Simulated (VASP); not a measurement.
A run of VASP 6.6.1:

File POSCAR:

```
TaN
1.0
    3.1338393792      0.0000000000      0.0000000000
   -1.5669196896      2.7139845138      0.0000000000
    0.0000000000      0.0000000000      6.0892218994
Ta N
2 2
Direct
    0.3333333333      0.6666666667      0.0313700747
    0.6666666667      0.3333333333      0.5313700747
    0.3333333333      0.6666666667      0.3536299253
    0.6666666667      0.3333333333      0.8536299253
```

Contents of INCAR.step1:

```
PREC = Accurate
ENCUT = 660
ISMEAR = 0
SIGMA = 0.01
LREAL = False
LASPH = True
NELM = 120
NBANDS = 26
GGA = PE
ALGO = Normal
EDIFF = 1E-5
LWAVE = True
LCHARG = False
GGA_COMPAT = False
```

The input INCAR.step2:

```
PREC = Accurate
ENCUT = 660
EDIFF = 1E-6
ISMEAR = 0
SIGMA = 0.01
LREAL = False
LASPH = True
NELM = 120
ALGO = Normal
ISIF = 2
LWAVE = False
LCHARG = True
METAGGA = R2SCAN
LMIXTAU = True
LELF = True
LVHAR = True
NBANDS = 26
ISTART = 1
GGA_COMPAT = False
```

Contents of KPOINTS:

```
regular mesh
0
Gamma
  12 12 6
```

Potentials or basis: VASP PAW PBE potentials, release 64 (Ta_sv_GW, N).

The run is started by

```bash
$ cat potpaw_PBE.64/Ta_sv_GW/POTCAR potpaw_PBE.64/N/POTCAR > POTCAR
$ cp INCAR.step1 INCAR
$ mpirun -np 1 vasp_std > vasp.out
$ cp INCAR.step2 INCAR
$ mpirun -np 1 vasp_std > vasp.out
```

Hardware: 1 thread of AMD EPYC 9R45 96-Core Processor (Zen 5), with other jobs on the host.

Problem. Estimate the wall time of this run.

Solution. Wall time 9.7 min on 1 thread of AMD EPYC 9R45 96-Core Processor (Zen 5), on a shared host, peak memory 0.28 GiB. Counts: k points 76.
